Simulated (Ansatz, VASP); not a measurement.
LiCl in VASP and in Ansatz

File INCAR:

```
PREC = Accurate ; ENCUT = 520
EDIFF = 1E-6 ; ISMEAR = 0
SIGMA = 0.1 ; LREAL = False
LASPH = True ; NELM = 80
ALGO = Normal ; ISIF = 2
LWAVE = False ; LCHARG = True
GGA = PE ; LELF = True
LVHAR = True ; NBANDS = 30
```

KPOINTS

```
regular mesh
0
Gamma
  4 4 4
```

POSCAR

```
LiCl
1.0
   -2.0923980139      3.6241396698      0.0000000000
    0.0000000000      0.0000000000      5.2961759449
    6.2771940418      3.6241396698      0.0000000000
Li Cl
4 4
Direct
    0.5000000000      0.2500000000      0.1666666667
    0.0000000000      0.2500000000      0.6666666667
    0.0000000000      0.7500000000      0.3333333333
    0.5000000000      0.7500000000      0.8333333333
    0.5000000000      0.7500000000      0.1666666667
    0.0000000000      0.7500000000      0.6666666667
    0.0000000000      0.2500000000      0.3333333333
    0.5000000000      0.2500000000      0.8333333333
```

Input for Ansatz:

```yaml
crystal:
  lattice:
    - [-2.0923980139, 3.6241396698, 0.0]
    - [0.0, 0.0, 5.2961759449]
    - [6.2771940418, 3.6241396698, 0.0]
  atoms:
    - { symbol: Li, position: [0.5, 0.25, 0.1666666667] }
    - { symbol: Li, position: [0.0, 0.25, 0.6666666667] }
    - { symbol: Li, position: [0.0, 0.75, 0.3333333333] }
    - { symbol: Li, position: [0.5, 0.75, 0.8333333333] }
    - { symbol: Cl, position: [0.5, 0.75, 0.1666666667] }
    - { symbol: Cl, position: [0.0, 0.75, 0.6666666667] }
    - { symbol: Cl, position: [0.0, 0.25, 0.3333333333] }
    - { symbol: Cl, position: [0.5, 0.25, 0.8333333333] }
basis:
  ecutwfc: 420
kpoints:
  mp_grid: { grid: [4, 4, 4] }
hamiltonian:
  xc: pbe
scf:
  occupations: { method: gaussian, width: 0.1 }
output:
  forces: true
  stress: true
  eigenvalues: true
```

Alike in both runs: task single point; functional PBE; k mesh 4 × 4 × 4; occupations gaussian, width 0.1 eV; no spin polarisation.

|  | VASP | Ansatz |
| --- | --- | --- |
| version | VASP 6.6.1 | Ansatz 0.2.0 |
| potentials or method | VASP PAW PBE potentials, release 64 (Li_sv, Cl), cutoff 520 eV | scalar-relativistic, plane waves, PAW |
| valence electrons in the cell | 40 | 40 |

```csv
,VASP,Ansatz,Ansatz less VASP
gap on the k mesh at the Fermi level (eV),5.58,5.57,-0.007
least direct gap on the mesh (eV),5.58,5.57,-0.007
```

Noted on VASP's run: the cutoff is under 1.25 times that of the potentials, so the pressure is a little rough.
